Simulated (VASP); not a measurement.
Here is a VASP 6.6.1 calculation.

INCAR

```
SYSTEM = Mg
PREC = Accurate
ENCUT = 520
EDIFF = 1E-7
ISMEAR = -1
SIGMA = 0.1
LREAL = .FALSE.
LASPH = .TRUE.
NELM = 80
ALGO = Normal
ISIF = 2
LWAVE = .FALSE.
LCHARG = .FALSE.
GGA = B5
ALDAX = 1.0
AGGAX = 1.0
AGGAC = 1.0
ALDAC = 0.0
NBANDS = 9
```

File KPOINTS:

```
regular mesh
0
G
  18 18 10
  0 0 0
```

The input POSCAR:

```
Mg
1.0
    3.1727858670      0.0000000000      0.0000000000
   -1.5863929335      2.7477131616      0.0000000000
    0.0000000000      0.0000000000      5.1583789468
Mg
2
Direct
    0.3333333333      0.6666666667      0.2500000000
    0.6666666667      0.3333333333      0.7500000000
```

Potentials or basis: VASP PAW PBE potentials, release 64 (Mg).

The run is started by

```sh
$ cat potpaw_PBE.64/Mg/POTCAR > POTCAR
$ mpirun -np 1 vasp_std > vasp.out
```

**Question.** Predict the band gap on the k mesh.

**Answer.** Zero (band 2 reaches 4.23 eV, above the bottom of band 3 at 1.86 eV).

**Question.** Estimate the pressure.

**Answer.** 1.4 GPa.

Stress tensor (GPa, compression positive):
```
1.48 0.00 0.00
0.00 1.48 0.00
0.00 0.00 1.37
```

Caveat: the PAW data sets were made with another functional, which shifts forces and pressure a little.
